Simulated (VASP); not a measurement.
# NiO (Fm-3m) in VASP: notebook, part 2 of 2

VASP 6.6.1.

### 4 Single point, PBE0, collinear spin, ferromagnetic start

This run uses another cell than the first one, of 8.71 Å³/atom.

The input, POSCAR:

```
NiO
1.0
    0.0000000000      2.0577103256      2.0577103256
    2.0577103256      0.0000000000      2.0577103256
    2.0577103256      2.0577103256      0.0000000000
Ni O
1 1
Direct
    0.0000000000      0.0000000000      0.0000000000
    0.5000000000      0.5000000000      0.5000000000
```

The input, INCAR.step1:

```
  PREC = Accurate
  ENCUT = 520
  EDIFF = 1E-5
  ISMEAR = -1
  SIGMA = 0.05
  LREAL = F
  LASPH = T
  NELM = 150
  ALGO = Normal
  ISIF = 2
  LWAVE = T
  ISPIN = 2
  MAGMOM = 1 0
  LORBIT = 11
  LMAXMIX = 4
  GGA = PE
  NBANDS = 19
```

The input, INCAR.step2:

```
  PREC = Accurate
  ENCUT = 520
  EDIFF = 1E-6
  ISMEAR = -1
  SIGMA = 0.05
  LREAL = F
  LASPH = T
  NELM = 150
  ALGO = Normal
  ISIF = 2
  LWAVE = F
  LCHARG = T
  ISPIN = 2
  MAGMOM = 1 0
  LORBIT = 11
  LMAXMIX = 4
  GGA = PE
  LHFCALC = T
  AEXX = 0.25
  PRECFOCK = Normal
  LELF = T
  LVHAR = T
  ISTART = 1
  NBANDS = 19
```

The input, KPOINTS:

```
Automatic mesh
0
Gamma
  6 6 6
```

Potentials or basis: VASP PAW PBE potentials, release 64 (Ni, O).

Launch:

```console
$ cat potpaw_PBE.64/Ni/POTCAR potpaw_PBE.64/O/POTCAR > POTCAR
$ cp INCAR.step1 INCAR
$ mpirun -np 1 vasp_std > vasp.out
$ cp INCAR.step2 INCAR
$ mpirun -np 1 vasp_std > vasp.out
```

OUTCAR:

```text
PREC = Accurate
   ENCUT = 520
   EDIFF = 1E-6
   ISMEAR = -1
   LREAL = F
   LASPH = T
   NELM = 150
   ISIF = 2
   ISPIN = 2
   LORBIT = 11
   GGA = PE
   LHFCALC = T
   AEXX = 0.25
   PRECFOCK = Normal
   ISTART = 1

 ion  position               nearest neighbor table
   1  0.000  0.000  0.000-   2 2.06   2 2.06   2 2.06   2 2.06   2 2.06   2 2.06
   2  0.500  0.500  0.500-   1 2.06   1 2.06   1 2.06   1 2.06   1 2.06   1 2.06

  LATTYP: Found a face centered cubic cell.
 ALAT       =     4.1154206512

  Lattice vectors:

 A1 = (   0.0000000000,   2.0577103256,   2.0577103256)
 A2 = (   2.0577103256,   0.0000000000,   2.0577103256)
 A3 = (   2.0577103256,   2.0577103256,   0.0000000000)

Analysis of symmetry for initial positions (statically):
=====================================================================
 Subroutine PRICEL returns:
 Original cell was already a primitive cell.

 Routine SETGRP: Setting up the symmetry group for a
 face centered cubic supercell.

 Subroutine GETGRP returns: Found 48 space group operations
 (whereof 48 operations were pure point group operations)
 out of a pool of 48 trial point group operations.

The static configuration has the point symmetry O_h .

Analysis of symmetry for dynamics (positions and initial velocities):
=====================================================================
 Subroutine PRICEL returns:
 Original cell was already a primitive cell.

 Routine SETGRP: Setting up the symmetry group for a
 face centered cubic supercell.

 Subroutine GETGRP returns: Found 48 space group operations
 (whereof 48 operations were pure point group operations)
 out of a pool of 48 trial point group operations.

The dynamic configuration has the point symmetry O_h .

Analysis of structural, dynamic, and magnetic symmetry:
=====================================================================
 Subroutine PRICEL returns:
 Original cell was already a primitive cell.

 Routine SETGRP: Setting up the symmetry group for a
 face centered cubic supercell.

 Subroutine GETGRP returns: Found 48 space group operations
 (whereof 48 operations were pure point group operations)
 out of a pool of 48 trial point group operations.

The overall configuration has the point symmetry O_h .

 Subroutine INISYM returns: Found 48 space group operations
 (whereof 48 operations are pure point group operations),
 and found     1 'primitive' translations

----------------------------------------------------------------------------------------

                                     Primitive cell

  volume of cell :      17.4254

  direct lattice vectors                    reciprocal lattice vectors
     0.000000000  2.057710326  2.057710326    -0.242988527  0.242988527  0.242988527
     2.057710326  0.000000000  2.057710326     0.242988527 -0.242988527  0.242988527
     2.057710326  2.057710326  0.000000000     0.242988527  0.242988527 -0.242988527

  length of vectors
     2.910041850  2.910041850  2.910041850     0.420868474  0.420868474  0.420868474

[... 70 lines left out ...]
   NELM   =    150;   NELMIN=  2; NELMDL=  0     # of ELM steps
   EDIFF  = 0.1E-05   stopping-criterion for ELM
   LREAL  =      F    real-space projection
   EDIFFG = 0.1E-04   stopping-criterion for IOM
   NSW    =      0    number of steps for IOM
   IBRION =     -1    ionic relax: 0-MD 1-quasi-New 2-CG
   NFREE  =      0    steps in history (QN), initial steepest desc. (CG)
   ISIF   =      2    stress and relaxation
   ISYM   =      3    0-nonsym 1-usesym 2-fastsym
   POTIM  = 0.5000    time-step for ionic-motion
   TEBEG  =    0.0;   TEEND  =   0.0 temperature during run
   PSTRESS=    0.0 pullay stress
   NELECT =      16.0000    total number of electrons
   NUPDOWN=      -1.0000    fix difference up-down
   EMIN   =  10.00;   EMAX   =-10.00  energy-range for DOS
   EFERMI =   0.00;   METHOD = LEGACY
   ISMEAR =    -1;   SIGMA  =   0.05  broadening in eV -4-tet -1-fermi 0-gaus
   EFERMI_NEDOS =   21; number of points for ismear=-14 and -15
   IALGO  =     38    algorithm
   IMIX   =      1    mixing-type and parameters
     AMIX     =   0.40;   BMIX     =  1.00
     AMIX_MAG =   1.60;   BMIX_MAG =  1.00
  volume/ion in A,a.u.               =       8.71        58.80
  Fermi-wavevector in a.u.,A,eV,Ry     =   1.591185  3.006903 34.448165  2.531869
  Thomas-Fermi vector in A             =   2.689764
   LORBIT       =     11    0 simple, 1 ext, 2 COOP (PROOUT), +10 PAW based schemes
   GGA     = PE    functional components
   LHFCALC =     T    Hartree Fock is set to
   PRECFOCK=normal    Normal, Fast or Accurate (Low or Medium for compatibility)
   ENCUT4O =  -1.0   cutoff for four orbital integrals eV
   NKREDX  =     1    reduce k-point grid by
   NKREDY  =     1    reduce k-point grid by
   NKREDZ  =     1    reduce k-point grid by
   AEXX    =    0.2500 exact exchange contribution
   HFSCREEN=    0.0000 screening length (either q_TF or 0.3 A-1)
   HFSCREENC=   0.0000 screening length for correlation (either q_TF or 0.3 A-1)
   ENCUTFOCK=  -1.0 apply spherical cutoff to Coloumb kernel
   IVDW    =     0    specifies the selected vdW correction
   LEPSILON=     F    determine dielectric tensor
   LRPA    =     F    only Hartree local field effects (RPA)
 spin polarized calculation
  energy-cutoff  :      520.00
  volume of cell :       17.43
 maximum number of plane-waves:       483
 NGX is ok and might be reduce to    24
  NGX = 18; NGY = 18; NGZ = 18

 number of electron      15.9999988 magnetization       2.0010796

 Free energy of the ion-electron system (eV)
  ---------------------------------------------------
  ext. energy  EPLUGINS =         0.00000000
  ---------------------------------------------------
  free energy    TOTEN  =       -17.39257103 eV

  energy without entropy =      -17.39257103  energy(sigma->0) =      -17.39257103

 E-fermi :   7.9185     XC(G=0): -10.1231

 val. band max:        6.7014646820   @ k =   0.5000   0.0000   0.0000
 cond. band min:      10.3175876491   @ k =   0.0000   0.0000   0.0000
 fundamental gap:      3.6161229671
 Fermi energy:         7.9184589651

 spin component 1

 k-point     1 :       0.0000    0.0000    0.0000
  band No.  band energies     occupation
      1     -15.1563      1.00000
      2       1.5459      1.00000
      3       1.5460      1.00000
      4       2.4254      1.00000
      5       2.4255      1.00000
      6       2.4255      1.00000
[... 328 lines left out ...]
      5       2.4328      1.00000
      6       3.3529      1.00000
[... 11 lines left out ...]
     18      43.5274      0.00000
     19      46.5255      0.00000
 Fermi energy:         7.9184589651

 spin component 2

 k-point     1 :       0.0000    0.0000    0.0000
  band No.  band energies     occupation
      1     -14.6114      1.00000
      2       3.5865      1.00000
      3       3.5870      1.00000
      4       3.5871      1.00000
      5       4.8915      1.00000
      6       4.8915      1.00000
[... 329 lines left out ...]
      6       4.7170      1.00000
[... 11 lines left out ...]
     18      43.9252      0.00000
     19      46.9235      0.00000

------------------------ aborting loop because EDIFF is reached ----------------------------------------

  FORCE on cell =-STRESS in cart. coord.  units (eV):
  Direction    XX          YY          ZZ          XY          YZ          ZX
  --------------------------------------------------------------------------------------
  -------------------------------------------------------------------------------------
  Total        1.4949271      1.4949271      1.4949271      0.0000000      0.0000000     -0.0000000
  in kB      137.4509998    137.4509998    137.4509998      0.0000000      0.0000000     -0.0000000
  external PRESSURE =     137.4509998 kB  Pullay stress =       0.0000000 kB

 VOLUME and BASIS-vectors are now :
 -----------------------------------------------------------------------------
  energy-cutoff  :      520.00
  volume of cell :       17.43
      direct lattice vectors                 reciprocal lattice vectors
     0.000000000  2.057710326  2.057710326    -0.242988527  0.242988527  0.242988527
     2.057710326  0.000000000  2.057710326     0.242988527 -0.242988527  0.242988527
     2.057710326  2.057710326  0.000000000     0.242988527  0.242988527 -0.242988527

 POSITION                                       TOTAL-FORCE (eV/Angst)
 -----------------------------------------------------------------------------------
      0.00000      0.00000      0.00000        -0.000000     -0.000000      0.000000
      2.05771      2.05771      2.05771         0.000000      0.000000     -0.000000
 -----------------------------------------------------------------------------------
    total drift:                                0.000000      0.000000      0.000000

  FREE ENERGIE OF THE ION-ELECTRON SYSTEM (eV)
  ---------------------------------------------------
  free  energy   TOTEN  =       -17.3925710303 eV

  energy  without entropy=      -17.3925710303  energy(sigma->0) =      -17.39257103

 total charge

# of ion       s       p       d       tot
------------------------------------------
    1        0.347   0.464   8.175   8.985
    2        1.550   3.543   0.000   5.093
--------------------------------------------------
tot          1.897   4.007   8.175  14.079

 magnetization (x)

# of ion       s       p       d       tot
------------------------------------------
    1        0.006   0.007   1.720   1.734
    2        0.029   0.207   0.000   0.236
--------------------------------------------------
tot          0.035   0.214   1.720   1.970
```

Wall time 1.6 h (1 thread of AMD EPYC 7R43 (Zen 3), shared host); peak memory 0.12 GiB.

What came out:

```yaml
Free_energy: -17.3926 eV
Pressure: 13.7 GPa
Band_gap_on_the_k_mesh: 3.62 eV (least direct gap 4.77 eV)
Net_moment: 2.00 μB per cell
Site_moments: Ni +1.73; O +0.24 μB
Valence_electrons_inside_the_program's_atomic_spheres: Ni 8.98; O 5.09
```

Levels at points of the mesh, in eV from the valence-band top:
Spin up:
```csv
k point,band 6,band 7,band 8,band 9,band 10,band 11,band 12,band 13
"(0.00, 0.00, 0.00)",-4.28,-2.61,-2.61,-2.61,4.64,20.96,22.26,22.26
"(0.50, 0.00, 0.00)",-3.62,-2.65,0.00,0.00,8.49,14.02,17.38,17.38
"(0.50, 0.50, 0.00)",-4.16,-4.09,-3.27,-3.27,9.39,14.39,14.96,20.76
```
Spin down:
```tsv
k point	band 4	band 5	band 6	band 7	band 8	band 9	band 10	band 11
(0.00, 0.00, 0.00)	-3.11	-1.81	-1.81	-1.81	3.62	3.62	5.12	20.85
(0.50, 0.00, 0.00)	-4.52	-1.85	-1.85	-1.45	6.84	6.85	8.70	14.69
(0.50, 0.50, 0.00)	-3.48	-3.48	-1.99	-1.99	4.24	5.02	9.96	14.86
```

Caveat: the k points lie up to 0.44 Å⁻¹ apart; the PAW data sets were made with another functional, which shifts forces and pressure a little; a cell with one magnetic atom can't hold antiferromagnetic order, which such compounds often take.

### 5 Relaxation of cell and atoms, r2SCAN+D4, collinear spin, ferromagnetic start

The input, POSCAR:

```
NiO
1.0
    0.0000000000      2.0859016414      2.0859016414
    2.0859016414      0.0000000000      2.0859016414
    2.0859016414      2.0859016414      0.0000000000
Ni O
1 1
Direct
    0.0000000000      0.0000000000      0.0000000000
    0.5000000000      0.5000000000      0.5000000000
```

The input, INCAR.step1:

```
SYSTEM = NiO
ALGO = Normal ; EDIFF = 1E-4
ENCUT = 600 ; GGA = PE
ISMEAR = -1 ; ISPIN = 2
LASPH = .TRUE. ; LCHARG = .FALSE.
LMAXMIX = 4 ; LREAL = .FALSE.
LWAVE = .TRUE. ; MAGMOM = 1 0
NELM = 150 ; PREC = Accurate
SIGMA = 0.05
```

The input, INCAR.step2:

```
SYSTEM = NiO
ALGO = Normal ; EDIFF = 1E-6
EDIFFG = -0.01 ; ENCUT = 600
IBRION = 2 ; ISIF = 3
ISMEAR = -1 ; ISPIN = 2
ISTART = 1 ; IVDW = 13
LASPH = .TRUE. ; LCHARG = .FALSE.
LMAXMIX = 4 ; LMIXTAU = .TRUE.
LORBIT = 11 ; LREAL = .FALSE.
LWAVE = .FALSE. ; MAGMOM = 1 0
METAGGA = R2SCAN ; NELM = 150
NSW = 60 ; PREC = Accurate
SIGMA = 0.05 ; VDW_A1 = 0.51559235
VDW_A2 = 5.77342911 ; VDW_S6 = 1.0
VDW_S8 = 0.6018749
```

The input, KPOINTS:

```
k-points
0
G
  11 11 11
  0 0 0
```

Launch:

```console
$ cat potpaw_PBE.64/Ni/POTCAR potpaw_PBE.64/O/POTCAR > POTCAR
$ cp INCAR.step1 INCAR
$ mpirun -np 1 vasp_std > vasp.out
$ cp INCAR.step2 INCAR
$ mpirun -np 1 vasp_std > vasp.out
```

Run time: 4.3 min. Hardware: 1 thread of Intel Xeon 8259CL, shared host; peak memory 0.18 GiB.

Results (log left out):

```
Free energy                                           : -20.3478 eV
Relaxed volume                                        : 9.11 Å³/atom
Relaxed cell                                          : a = 2.954 Å, b = 2.954 Å, c = 2.954 Å, α = 60.00°, β = 60.00°, γ = 60.00°
Space group after relaxing (to 0.1 Å)                 : Fm-3m (No. 225)
Energy gained by relaxing                             : 0.1 meV/atom
Ionic steps                                           : 3
Pressure after relaxing                               : 0.1 GPa
Band gap on the k mesh                                : 0.75 eV (least direct gap 1.70 eV)
Net moment                                            : 2.00 μB per cell
Site moments                                          : Ni +1.69; O +0.28 μB
Valence electrons inside the program's atomic spheres : Ni 8.93; O 5.05
Dispersion energy per atom                            : -0.117 eV
```

The path:
| step | energy change (eV) | largest force (eV/Å) | pressure (GPa) | volume (Å³) |
| --- | --- | --- | --- | --- |
| 1 | 0.0000 | 0.0000 | 0.89 | 18.15 |
| 2 | 0.0000 | 0.0000 | -0.77 | 18.28 |
| 3 | -0.0002 | 0.0000 | 0.07 | 18.22 |

Final structure:
```
CELL_PARAMETERS angstrom
0.00000 2.08853 2.08853
2.08853 0.00000 2.08853
2.08853 2.08853 0.00000
ATOMIC_POSITIONS crystal
Ni 0.00000 0.00000 0.00000
O 0.50000 0.50000 0.50000
```

Levels at points of the mesh, in eV from the valence-band top:
Spin up:
| k point | band 6 | band 7 | band 8 | band 9 | band 10 | band 11 | band 12 | band 13 |
| --- | --- | --- | --- | --- | --- | --- | --- | --- |
| (0.00, 0.00, 0.00) | -3.07 | -2.77 | -2.77 | -2.77 | 2.23 | 18.86 | 19.71 | 19.71 |
Spin down:
| k point | band 3 | band 4 | band 5 | band 6 | band 7 | band 8 | band 9 | band 10 | band 11 | band 12 |
| --- | --- | --- | --- | --- | --- | --- | --- | --- | --- | --- |
| (0.00, 0.00, 0.00) | -2.18 | -2.18 | -2.08 | -2.08 | -2.08 | 0.75 | 0.75 | 2.79 | 18.95 | 20.05 |

Caveat: semilocal functionals underestimate gaps, and a narrow one can read as zero; the PAW data sets were made with another functional, which shifts forces and pressure a little; an odd mesh through Γ misses points on the zone boundary, where band edges can lie; a cell with one magnetic atom can't hold antiferromagnetic order, which such compounds often take.

### 6 Summary

| task | level | cell | k mesh | cutoff (eV) | smearing | tolerance level | purpose | dipole correction | grid for exact exchange (PRECFOCK) | share of exact exchange | gap on the mesh (eV) | pressure (GPa) | moment (μB) |
| --- | --- | --- | --- | --- | --- | --- | --- | --- | --- | --- | --- | --- | --- |
| single point | SCAN | a = 2.950 Å, angles 60.0°, 2 atoms | 7 × 7 × 7 | 580 | gaussian 0.03 eV | standard | a run that is hard to end | - | - | - | 0.98 | 2.0 | 2.00 |
| single point | r2SCAN0 | a = 2.950 Å, angles 60.0°, 2 atoms | 6 × 6 × 6 | 520 | fermi-dirac 0.05 eV | - | - | no | Normal | 0.25 | 4.89 | 0.5 | 2.00 |
| single point | PBE0 | a = 2.910 Å, angles 60.0°, 2 atoms | 6 × 6 × 6 | 520 | fermi-dirac 0.05 eV | - | - | no | Normal | 0.25 | 3.62 | 13.7 | 2.00 |
| relaxation of cell and atoms | r2SCAN+D4 | relaxed from a = 2.950 Å, angles 60.0°, 2 atoms | 11 × 11 × 11 | 600 | fermi-dirac 0.05 eV | - | - | no | - | - | 0.75 | 0.1 | 2.00 |

Alike in all rows: potentials or basis VASP PAW PBE potentials, release 64 (Ni, O); spin collinear, ferromagnetic start.

Caveats: some runs use coarse meshes; the PAW data sets were made with another functional, which shifts forces and pressure a little; a cell with one magnetic atom can't hold antiferromagnetic order, which such compounds often take; an odd mesh through Γ misses points on the zone boundary, where band edges can lie (at least some runs); semilocal functionals underestimate gaps, and a narrow one can read as zero (at least some runs).

Absolute energies hang on the potentials; compare differences alone.
